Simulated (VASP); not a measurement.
InGa3P4: single point with PBE

The system is InGa3P4.

```
Ga P In
1.0
     3.92710    0.00000    0.00000
     0.00000    7.87404    0.00000
     0.00000    0.00000    5.57040
Ga P In
3 4 1
Direct
  0.00000 0.75852 0.99978
  0.50000 0.00000 0.49817
  0.00000 0.24148 0.99978
  0.50000 0.76368 0.23968
  0.00000 0.00000 0.74126
  0.50000 0.23632 0.23968
  0.00000 0.50000 0.78174
  0.50000 0.50000 0.49992
```

```yaml
Program: VASP 6.6.1
Task: single point
Functional: PBE
Potentials_or_basis: VASP PAW PBE potentials, release 64 (Ga_d, P, In_d)
Cutoff: 520 eV
k_mesh: 6 × 4 × 6
Occupations: fermi-dirac, width 0.02 eV
Spin: no spin polarisation
Dipole_correction: no
Further_INCAR_settings: ALGO = Normal; EDIFF = 1e-06; NBANDS = 46
```

```yaml
Pressure: 2.2 GPa
Largest_force: 0.029 eV/Å
Band_gap_on_the_k_mesh: 1.29 eV
```

Forces in eV/Å, atoms in the order of the input:
```
Ga   0.000  0.005 -0.003
Ga   0.000  0.000  0.029
Ga   0.000 -0.005 -0.003
P    0.000 -0.027  0.003
P    0.000  0.000 -0.008
P    0.000  0.027  0.003
P    0.000  0.000 -0.008
In   0.000  0.000 -0.015
```

Levels at points of the mesh, in eV from the valence-band top:
| k point | band 32 | band 33 | band 34 | band 35 | band 36 | band 37 | band 38 | band 39 | band 40 | band 41 |
| --- | --- | --- | --- | --- | --- | --- | --- | --- | --- | --- |
| (0.00, 0.00, 0.00) | -1.38 | -1.05 | -0.12 | -0.06 | 0.00 | 1.29 | 1.57 | 1.85 | 2.77 | 3.33 |
| (0.50, 0.00, 0.00) | -2.66 | -2.55 | -2.51 | -1.41 | -1.02 | 1.59 | 1.64 | 1.78 | 1.98 | 2.71 |
| (0.00, 0.50, 0.00) | -2.06 | -1.41 | -1.25 | -0.48 | -0.10 | 1.87 | 2.25 | 2.54 | 3.15 | 3.86 |
| (0.50, 0.50, 0.00) | -2.68 | -2.61 | -2.54 | -2.39 | -2.14 | 2.43 | 2.83 | 2.89 | 2.91 | 3.13 |
| (0.00, 0.00, 0.50) | -1.51 | -1.32 | -1.14 | -1.10 | -0.73 | 1.42 | 1.49 | 2.16 | 2.32 | 3.38 |
| (0.50, 0.00, 0.50) | -3.32 | -1.34 | -1.14 | -1.14 | -0.94 | 1.34 | 1.66 | 4.33 | 4.37 | 4.48 |
| (0.00, 0.50, 0.50) | -1.59 | -1.56 | -1.53 | -1.46 | -0.83 | 2.35 | 2.37 | 2.51 | 3.02 | 4.04 |
| (0.50, 0.50, 0.50) | -2.94 | -1.94 | -1.92 | -1.86 | -1.86 | 3.15 | 3.15 | 3.25 | 3.42 | 4.08 |

Run time: 15 min on 1 thread of Intel Xeon 8259CL (shared host), peak memory 0.47 GiB.

Caveat: spin-orbit coupling is left out, which moves the levels of the heavy elements. A k mesh can miss the band edges.
